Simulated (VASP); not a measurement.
Zn3S5: single point with PBE

The system is Zn3S5.

```
Zn S
1.0
     3.93096    0.00000    0.00000
    -1.96548    3.40431    0.00000
     0.00000    0.00000   13.34995
Zn S
3 5
Cartesian
  0.0000 0.0000 -0.0140
  0.0000 2.2695 3.0571
  1.9655 1.1348 8.1681
  0.0000 0.0000 2.3538
  1.9655 1.1348 10.4873
  1.9655 1.1348 12.5688
  0.0000 2.2695 5.4045
  0.0000 2.2695 7.4627
```

| Quantity | Value |
| --- | --- |
| Program | VASP 6.6.1 |
| Task | single point |
| Functional | PBE |
| Potentials or basis | VASP PAW PBE potentials, release 64 (Zn, S) |
| Cutoff | 520 eV |
| k mesh | 5 × 5 × 2 |
| Occupations | gaussian, width 0.2 eV |
| Spin | no spin polarisation |
| Dipole correction | no |
| Further INCAR settings | ALGO = Normal; EDIFF = 1e-07; NBANDS = 43 |

| Property | Result |
| --- | --- |
| Pressure | -0.1 GPa |
| Largest force | 0.183 eV/Å |
| Band gap on the k mesh | zero (bands 33 and 34 overlap by 0.05 eV) |

Forces in eV/Å, atoms in the order of the input:
```
Zn   0.000  0.000  0.008
Zn   0.000  0.000 -0.004
Zn   0.000  0.000 -0.014
S    0.000  0.000 -0.005
S    0.000  0.000  0.114
S    0.000  0.000 -0.124
S    0.000  0.000  0.183
S    0.000  0.000 -0.158
```

Stress tensor (GPa, compression positive):
```
 0.10  0.00  0.00
 0.00  0.10  0.00
 0.00  0.00 -0.40
```

Levels at points of the mesh, in eV from the Fermi level:
```
           k point  band 31  band 32  band 33  band 34  band 35  band 36
(0.00, 0.00, 0.00)    -0.28    -0.28     0.07     0.07     0.67     0.83
(0.00, 0.00, 0.50)    -0.23    -0.03    -0.01     0.02     0.02     0.86
```

It took 120 s on 1 thread of Intel(R) Xeon(R) Platinum 8488C (Sapphire Rapids), on a shared host, peak memory 0.3 GiB.

Caveat: the k points lie up to 0.37 Å⁻¹ apart; semilocal functionals underestimate gaps, so a narrow gap can read as zero.
